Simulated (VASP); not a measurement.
# Fe (Pm-3m) in VASP: notebook

Fe is run at these levels: revPBE; tasks: single point.

Everything below comes from runs of VASP 6.6.1. Logs are shortened: lines on timing, memory, paths and dates and some standing lists are left out, and cuts for length are marked.

## (1) The cell of the first run

The structure is cubic, space group Pm-3m (No. 221). The conventional cell has a = 2.283 Å, b = 2.283 Å, c = 2.283 Å, α = 90.00°, β = 90.00°, γ = 90.00°. Fe (site symmetry m-3m) has 6 Fe at 2.28 Å within 3.0 Å.

## (2) Single point, revPBE

INCAR

```
SYSTEM = Fe
ALGO     = Normal         ! electronic algorithm
EDIFF    = 1E-7           ! SCF threshold, eV
ENCUT    = 520            ! plane-wave cutoff, eV
GGA      = RE             ! functional
ISIF     = 2              ! what is computed and relaxed
ISMEAR   = -1             ! smearing method
LASPH    = .True.         ! aspherical terms in the spheres
LCHARG   = .True.         ! write CHGCAR
LELF     = .True.         ! ELF
LREAL    = .False.        ! projectors in reciprocal space
LVHAR    = .True.       
LWAVE    = .False.        ! write WAVECAR
NBANDS   = 10             ! bands
NELM     = 100            ! most SCF steps
PREC     = Accurate       ! precision mode
SIGMA    = 0.1            ! smearing width, eV
```

KPOINTS

```
k-points
0
Gamma
  13 13 13
  0 0 0
```

POSCAR

```
Fe
1.0
    2.2827131053      0.0000000000      0.0000000000
    0.0000000000      2.2827131053      0.0000000000
    0.0000000000      0.0000000000      2.2827131053
Fe
1
Direct
    0.0000000000      0.0000000000      0.0000000000
```

Potentials or basis: VASP PAW PBE potentials, release 64 (Fe).

Started as:

```console
> cat potpaw_PBE.64/Fe/POTCAR > POTCAR
> mpirun -np 1 vasp_std > vasp.out
```

OUTCAR:

```text
SYSTEM = Fe
   EDIFF = 1E-7
   ENCUT = 520
   GGA = RE
   ISIF = 2
   ISMEAR = -1
   LASPH = .True.
   LREAL = .False.
   NELM = 100
   PREC = Accurate

 ion  position               nearest neighbor table
   1  0.000  0.000  0.000-

  LATTYP: Found a simple cubic cell.
 ALAT       =     2.2827131053

  Lattice vectors:

 A1 = (   2.2827131053,   0.0000000000,   0.0000000000)
 A2 = (   0.0000000000,   2.2827131053,   0.0000000000)
 A3 = (   0.0000000000,   0.0000000000,   2.2827131053)

Analysis of symmetry for initial positions (statically):
=====================================================================
 Subroutine PRICEL returns:
 Original cell was already a primitive cell.

 Routine SETGRP: Setting up the symmetry group for a
 simple cubic supercell.

 Subroutine GETGRP returns: Found 48 space group operations
 (whereof 48 operations were pure point group operations)
 out of a pool of 48 trial point group operations.

The static configuration has the point symmetry O_h .

Analysis of symmetry for dynamics (positions and initial velocities):
=====================================================================
 Subroutine PRICEL returns:
 Original cell was already a primitive cell.

 Routine SETGRP: Setting up the symmetry group for a
 simple cubic supercell.

 Subroutine GETGRP returns: Found 48 space group operations
 (whereof 48 operations were pure point group operations)
 out of a pool of 48 trial point group operations.

The dynamic configuration has the point symmetry O_h .

 Subroutine INISYM returns: Found 48 space group operations
 (whereof 48 operations are pure point group operations),
 and found     1 'primitive' translations

----------------------------------------------------------------------------------------

                                     Primitive cell

  volume of cell :      11.8947

  direct lattice vectors                    reciprocal lattice vectors
     2.282713105  0.000000000  0.000000000     0.438075200  0.000000000  0.000000000
     0.000000000  2.282713105  0.000000000     0.000000000  0.438075200  0.000000000
     0.000000000  0.000000000  2.282713105     0.000000000  0.000000000  0.438075200

  length of vectors
     2.282713105  2.282713105  2.282713105     0.438075200  0.438075200  0.438075200

  position of ions in fractional coordinates (direct lattice)
     0.000000000  0.000000000  0.000000000

  ion indices of the primitive-cell ions
   primitive index   ion index
                 1           1

----------------------------------------------------------------------------------------

 KPOINTS: k-points

Automatic generation of k-mesh.
 Grid dimensions read from file:
 generate k-points for:   13   13   13

 Generating k-lattice:

  Cartesian coordinates                     Fractional coordinates (reciprocal lattice)
     0.033698092  0.000000000  0.000000000     0.076923077  0.000000000  0.000000000
     0.000000000  0.033698092  0.000000000     0.000000000  0.076923077  0.000000000
     0.000000000  0.000000000  0.033698092     0.000000000  0.000000000  0.076923077

  Length of vectors
     0.033698092  0.033698092  0.033698092

  Shift w.r.t. Gamma in fractional coordinates (k-lattice)
     0.000000000  0.000000000  0.000000000

 Subroutine IBZKPT returns following result:
 ===========================================

 Found     84 irreducible k-points:

 Following reciprocal coordinates:
            Coordinates               Weight
  0.000000  0.000000  0.000000      1.000000
  0.076923  0.000000  0.000000      6.000000
  0.153846  0.000000  0.000000      6.000000
  0.230769  0.000000  0.000000      6.000000
  0.307692  0.000000  0.000000      6.000000
  0.384615  0.000000  0.000000      6.000000
[... 16 lines left out ...]
  0.307692  0.307692  0.000000     12.000000
  0.384615  0.307692  0.000000     24.000000
 [... further k-points ...]
   k-points           NKPTS =     84   k-points in BZ     NKDIM =     84   number of bands    NBANDS=     10
   number of dos      NEDOS =    301   number of ions     NIONS =      1
   total plane-waves  NPLWV =   5832
   dimension x,y,z NGX =    18 NGY =   18 NGZ =   18
   dimension x,y,z NGXF=    36 NGYF=   36 NGZF=   36
   ions per type =               1
   NGX,Y,Z   is equivalent  to a cutoff of  13.11, 13.11, 13.11 a.u.
   NGXF,Y,Z  is equivalent  to a cutoff of  26.22, 26.22, 26.22 a.u.
 SYSTEM =  Fe
   PREC   = accura    normal or accurate (medium, high low for compatibility)
   ISTART =      0    job   : 0-new  1-cont  2-samecut
   ICHARG =      2    charge: 1-file 2-atom 10-const
   ISPIN  =      1    spin polarized calculation?
   LNONCOLLINEAR =      F non collinear calculations
   LSORBIT =      F    spin-orbit coupling
   LASPH  =      T    aspherical Exc in radial PAW
   ENCUT  =  520.0 eV  38.22 Ry    6.18 a.u.   4.24  4.24  4.24*2*pi/ulx,y,z
   NELM   =    100;   NELMIN=  2; NELMDL= -5     # of ELM steps
   EDIFF  = 0.1E-06   stopping-criterion for ELM
   LREAL  =      F    real-space projection
   EDIFFG = 0.1E-05   stopping-criterion for IOM
   NSW    =      0    number of steps for IOM
   IBRION =     -1    ionic relax: 0-MD 1-quasi-New 2-CG
   NFREE  =      0    steps in history (QN), initial steepest desc. (CG)
   ISIF   =      2    stress and relaxation
   ISYM   =      2    0-nonsym 1-usesym 2-fastsym
   POTIM  = 0.5000    time-step for ionic-motion
   TEBEG  =    0.0;   TEEND  =   0.0 temperature during run
   PSTRESS=    0.0 pullay stress
   NELECT =       8.0000    total number of electrons
   NUPDOWN=      -1.0000    fix difference up-down
   EMIN   =  10.00;   EMAX   =-10.00  energy-range for DOS
   EFERMI =   0.00;   METHOD = LEGACY
   ISMEAR =    -1;   SIGMA  =   0.10  broadening in eV -4-tet -1-fermi 0-gaus
   EFERMI_NEDOS =   21; number of points for ismear=-14 and -15
   IALGO  =     38    algorithm
   IMIX   =      4    mixing-type and parameters
     AMIX     =   0.40;   BMIX     =  1.00
     AMIX_MAG =   1.60;   BMIX_MAG =  1.00
  volume/ion in A,a.u.               =      11.89        80.27
  Fermi-wavevector in a.u.,A,eV,Ry     =   1.434345  2.710518 27.991869  2.057344
  Thomas-Fermi vector in A             =   2.553763
   LORBIT       =      0    0 simple, 1 ext, 2 COOP (PROOUT), +10 PAW based schemes
   GGA     = RE    functional components
   LHFCALC =     F    Hartree Fock is set to
   AEXX    =    0.0000 exact exchange contribution
   IVDW    =     0    specifies the selected vdW correction
   LEPSILON=     F    determine dielectric tensor
   LRPA    =     F    only Hartree local field effects (RPA)
 non-spin polarized calculation
  energy-cutoff  :      520.00
  volume of cell :       11.89
 maximum number of plane-waves:       341
 NGX is ok and might be reduce to    18
   NGX =  9   NGY =  9   NGZ =  9

 number of electron       7.9999994 magnetization

 Free energy of the ion-electron system (eV)
  ---------------------------------------------------
  ext. energy  EPLUGINS =         0.00000000
  ---------------------------------------------------
  free energy    TOTEN  =        -6.76010517 eV

  energy without entropy =       -6.67981566  energy(sigma->0) =       -6.71996041

 E-fermi :   5.6829     XC(G=0): -12.7269

 val. band max:        5.6751307288   @ k =   0.3077   0.0769   0.0769
 cond. band min:       5.7046117109   @ k =   0.3077   0.3077   0.0769
 fundamental gap:      0.0294809821
 Fermi energy:         5.6829343965

 k-point     1 :       0.0000    0.0000    0.0000
  band No.  band energies     occupation
      1      -2.4862      2.00000
      2       2.0013      2.00000
      3       2.0013      2.00000
      4       6.6238      0.00016
      5       6.6238      0.00016
      6       6.6238      0.00016
      7      26.1563      0.00000
      8      26.1563      0.00000
      9      26.1563      0.00000
     10      30.1400      0.00000

 k-point     2 :       0.0769    0.0000    0.0000
  band No.  band energies     occupation
      1      -2.2978      2.00000
      2       2.0351      2.00000
      3       2.1118      2.00000
      4       6.5259      0.00044
      5       6.5259      0.00044
      6       6.6315      0.00015
      7      24.0874      0.00000
      8      26.4232      0.00000
      9      26.4232      0.00000
     10      30.1160      0.00000

 k-point     3 :       0.1538    0.0000    0.0000
  band No.  band energies     occupation
      1      -1.7526      2.00000
      2       2.1300      2.00000
      3       2.4286      2.00000
      4       6.2622      0.00608
      5       6.2622      0.00608
      6       6.6530      0.00012
      7      20.8867      0.00000
      8      27.1964      0.00000
      9      27.1964      0.00000
     10      30.0432      0.00000

 k-point     4 :       0.2308    0.0000    0.0000
  band No.  band energies     occupation
      1      -0.9111      2.00000
      2       2.2664      2.00000
      3       2.9067      2.00000
      4       5.9074      0.19171
      5       5.9074      0.19170
      6       6.6834      0.00009
      7      17.7993      0.00000
      8      28.4074      0.00000
      9      28.4074      0.00000
     10      29.9247      0.00000

 k-point     5 :       0.3077    0.0000    0.0000
  band No.  band energies     occupation
      1       0.1136      2.00000
      2       2.4148      2.00000
      3       3.4729      2.00000
      4       5.5498      1.58211
      5       5.5498      1.58210
      6       6.7157      0.00007
      7      15.0527      0.00000
      8      29.7747      0.00000
      9      29.9752      0.00000
     10      29.9752      0.00000

 k-point     6 :       0.3846    0.0000    0.0000
  band No.  band energies     occupation
      1       1.1211      2.00000
      2       2.5406      2.00000
      3       4.0321      2.00000
      4       5.2665      1.96939
      5       5.2665      1.96939
      6       6.7427      0.00005
      7      12.8332      0.00000
      8      29.6276      0.00000
      9      31.8233      0.00000
     10      31.8233      0.00000
[... 183 lines left out ...]
 k-point    21 :       0.3846    0.2308    0.0000
  band No.  band energies     occupation
      1       1.7668      2.00000
      2       2.7863      2.00000
      3       4.1559      2.00000
      4       5.3960      1.89260
      5       6.1131      0.02673
      6       6.6131      0.00018
      7      13.5973      0.00000
      8      22.1719      0.00000
      9      28.5515      0.00000
     10      32.6386      0.00000

 k-point    22 :       0.4615    0.2308    0.0000
  band No.  band energies     occupation
      1       2.1714      2.00000
      2       2.6916      2.00000
      3       4.1484      2.00000
      4       5.2499      1.97402
      5       6.1364      0.02122
      6       7.8285      0.00000
      7      11.7189      0.00000
      8      23.4297      0.00000
      9      26.7479      0.00000
     10      32.8269      0.00000

 k-point    23 :       0.3077    0.3077    0.0000
  band No.  band energies     occupation
      1       1.4977      2.00000
      2       2.7864      2.00000
      3       4.8004      1.99971
      4       5.6747      1.04103
      5       5.7944      0.49403
      6       6.0960      0.03163
      7      15.6698      0.00000
      8      19.4715      0.00000
      9      28.2701      0.00000
     10      32.9348      0.00000

 k-point    24 :       0.3846    0.3077    0.0000
  band No.  band energies     occupation
      1       1.6352      2.00000
      2       2.8210      2.00000
      3       5.2308      1.97849
      4       5.4659      1.79510
      5       5.7941      0.49499
      6       7.3083      0.00000
      7      13.8660      0.00000
      8      19.9133      0.00000
      9      25.8878      0.00000
     10      33.5674      0.00000

 [... further k-points ...]

------------------------ aborting loop because EDIFF is reached ----------------------------------------

  FORCE on cell =-STRESS in cart. coord.  units (eV):
  Direction    XX          YY          ZZ          XY          YZ          ZX
  --------------------------------------------------------------------------------------
  -------------------------------------------------------------------------------------
  Total       -0.0586392     -0.0586392     -0.0586392      0.0000000      0.0000000     -0.0000000
  in kB       -7.8984977     -7.8984977     -7.8984977      0.0000000      0.0000000     -0.0000000
  external PRESSURE =      -7.8984977 kB  Pullay stress =       0.0000000 kB

 VOLUME and BASIS-vectors are now :
 -----------------------------------------------------------------------------
  energy-cutoff  :      520.00
  volume of cell :       11.89
      direct lattice vectors                 reciprocal lattice vectors
     2.282713105  0.000000000  0.000000000     0.438075200  0.000000000  0.000000000
     0.000000000  2.282713105  0.000000000     0.000000000  0.438075200  0.000000000
     0.000000000  0.000000000  2.282713105     0.000000000  0.000000000  0.438075200

 POSITION                                       TOTAL-FORCE (eV/Angst)
 -----------------------------------------------------------------------------------
      0.00000      0.00000      0.00000         0.000000      0.000000      0.000000
 -----------------------------------------------------------------------------------
    total drift:                                0.000000      0.000000      0.000000

  FREE ENERGIE OF THE ION-ELECTRON SYSTEM (eV)
  ---------------------------------------------------
  free  energy   TOTEN  =        -6.7601051662 eV

  energy  without entropy=       -6.6798156619  energy(sigma->0) =       -6.71996041
```

Run time: 5.9 s. Hardware: 1 thread of Intel Xeon Platinum 8488C (Sapphire Rapids), shared host; peak memory 0.12 GiB.

Results:

```yaml
Free_energy: -6.7601 eV
Pressure: -0.8 GPa
Band_gap_on_the_k_mesh: zero (band 4 reaches 7.62 eV, above the bottom of band 5 at 5.11 eV)
```

Levels at points of the mesh, in eV from the Fermi level:
| k point | band 1 | band 2 | band 3 | band 4 | band 5 | band 6 | band 7 | band 8 | band 9 |
| --- | --- | --- | --- | --- | --- | --- | --- | --- | --- |
| (0.00, 0.00, 0.00) | -8.17 | -3.68 | -3.68 | 0.94 | 0.94 | 0.94 | 20.47 | 20.47 | 20.47 |

Caveat: the PAW data sets were made with another functional, which shifts forces and pressure a little; the run has no spin polarisation, though such a crystal can be magnetic.

## (3) Single point, revPBE (volume scaled by 0.88)

INCAR

```
PREC = Accurate
ENCUT = 520
EDIFF = 1E-7
ISMEAR = -1
SIGMA = 0.1
LREAL = F
LASPH = T
NELM = 80
ALGO = Normal
ISIF = 2
LWAVE = F
LCHARG = F
GGA = RE
NBANDS = 10
```

KPOINTS

```
Automatic mesh
0
Gamma
  15 15 15
```

POSCAR

```
Fe
1.0
    2.1874873801      0.0000000000      0.0000000000
    0.0000000000      2.1874873801      0.0000000000
    0.0000000000      0.0000000000      2.1874873801
Fe
1
Direct
    0.0000000000      0.0000000000      0.0000000000
```

Potentials or basis: VASP PAW PBE potentials, release 64 (Fe).

Started as:

```console
> cat potpaw_PBE.64/Fe/POTCAR > POTCAR
> mpirun -np 1 vasp_std > vasp.out
```

It took 4.1 s on 1 thread of Intel Xeon Platinum 8488C (Sapphire Rapids), shared host; peak memory 0.12 GiB.

The run converged. Its results:

```yaml
Free_energy: -6.6408 eV
Pressure: 31.6 GPa
Band_gap_on_the_k_mesh: zero (band 4 reaches 9.45 eV, above the bottom of band 5 at 6.31 eV)
```

Levels at points of the mesh, in eV from the Fermi level:
```csv
k point,band 1,band 2,band 3,band 4,band 5,band 6,band 7,band 8
"(0.00, 0.00, 0.00)",-8.94,-4.39,-4.39,1.13,1.13,1.13,22.16,22.16
```

Caveat: the PAW data sets were made with another functional, which shifts forces and pressure a little; the run has no spin polarisation, though such a crystal can be magnetic.

## (4) Single point, revPBE (volume scaled by 0.92)

INCAR

```
SYSTEM = Fe
  PREC = Accurate
  ENCUT = 520
  EDIFF = 1E-6
  ISMEAR = -1
  SIGMA = 0.1
  LREAL = .False.
  LASPH = .True.
  NELM = 100
  ALGO = Normal
  ISIF = 2
  LWAVE = .False.
  LCHARG = .False.
  GGA = RE
  NBANDS = 10
```

KPOINTS

```
Automatic mesh
0
Gamma
  15 15 15
  0 0 0
```

POSCAR

```
Fe
1.0
    2.2201412597      0.0000000000      0.0000000000
    0.0000000000      2.2201412597      0.0000000000
    0.0000000000      0.0000000000      2.2201412597
Fe
1
Direct
    0.0000000000      0.0000000000      0.0000000000
```

Started as:

```console
> cat potpaw_PBE.64/Fe/POTCAR > POTCAR
> mpirun -np 1 vasp_std > vasp.out
```

Wall time 6.9 s (1 thread of Intel Xeon Platinum 8488C (Sapphire Rapids), shared host); peak memory 0.13 GiB.

It converged, with:

* Free energy: -6.7142 eV
* Pressure: 18.3 GPa
* Band gap on the k mesh: zero (band 4 reaches 8.80 eV, above the bottom of band 5 at 5.85 eV)

Levels at points of the mesh, in eV from the Fermi level:
```csv
k point,band 1,band 2,band 3,band 4,band 5,band 6,band 7,band 8,band 9
"(0.00, 0.00, 0.00)",-8.67,-4.13,-4.13,1.06,1.06,1.06,21.56,21.56,21.56
```

Caveat: the PAW data sets were made with another functional, which shifts forces and pressure a little; the run has no spin polarisation, though such a crystal can be magnetic. Spin polarisation is off, so any magnetic state and its effect on volume and gap are missing.

## (5) Single point, revPBE (volume scaled by 0.96)

INCAR

```
SYSTEM = Fe
ALGO = Normal
EDIFF = 1E-6
ENCUT = 520
GGA = RE
ISIF = 2
ISMEAR = -1
LASPH = .True.
LCHARG = .False.
LREAL = .False.
LWAVE = .False.
NBANDS = 10
NELM = 80
PREC = Accurate
SIGMA = 0.1
```

KPOINTS

```
k-points
0
Gamma
  15 15 15
  0 0 0
```

POSCAR

```
Fe
1.0
    2.2518618490      0.0000000000      0.0000000000
    0.0000000000      2.2518618490      0.0000000000
    0.0000000000      0.0000000000      2.2518618490
Fe
1
Direct
    0.0000000000      0.0000000000      0.0000000000
```

Started as:

```console
> cat potpaw_PBE.64/Fe/POTCAR > POTCAR
> mpirun -np 1 vasp_std > vasp.out
```

Run time: 7 s. Hardware: 1 thread of Intel Xeon Platinum 8488C (Sapphire Rapids), shared host; peak memory 0.12 GiB.

Results (log left out):

| Item | Value |
| --- | --- |
| Free energy | -6.7521 eV |
| Pressure | 7.7 GPa |
| Band gap on the k mesh | zero (band 4 reaches 8.20 eV, above the bottom of band 5 at 5.43 eV) |

Levels at points of the mesh, in eV from the Fermi level:
```tsv
k point	band 1	band 2	band 3	band 4	band 5	band 6	band 7	band 8
(0.00, 0.00, 0.00)	-8.41	-3.89	-3.89	1.00	1.00	1.00	21.00	21.00
```

Caveat: the PAW data sets were made with another functional, which shifts forces and pressure a little; the run has no spin polarisation, though such a crystal can be magnetic.

## (6) The runs side by side

```tsv
cell	k mesh	gap on the mesh (eV)	pressure (GPa)
a = 2.283 Å, 1 atom	13 × 13 × 13	none	-0.8
a = 2.187 Å, 1 atom	15 × 15 × 15	none	31.6
a = 2.220 Å, 1 atom	15 × 15 × 15	none	18.3
a = 2.252 Å, 1 atom	15 × 15 × 15	none	7.7
```

Alike in all rows: task single point; level revPBE; potentials or basis VASP PAW PBE potentials, release 64 (Fe); no spin polarisation; cutoff (eV) 520; smearing fermi-dirac 0.1 eV.

Caveats: the PAW data sets were made with another functional, which shifts forces and pressure a little; the run has no spin polarisation, though such a crystal can be magnetic.

Absolute energies hang on the potentials; compare differences alone.
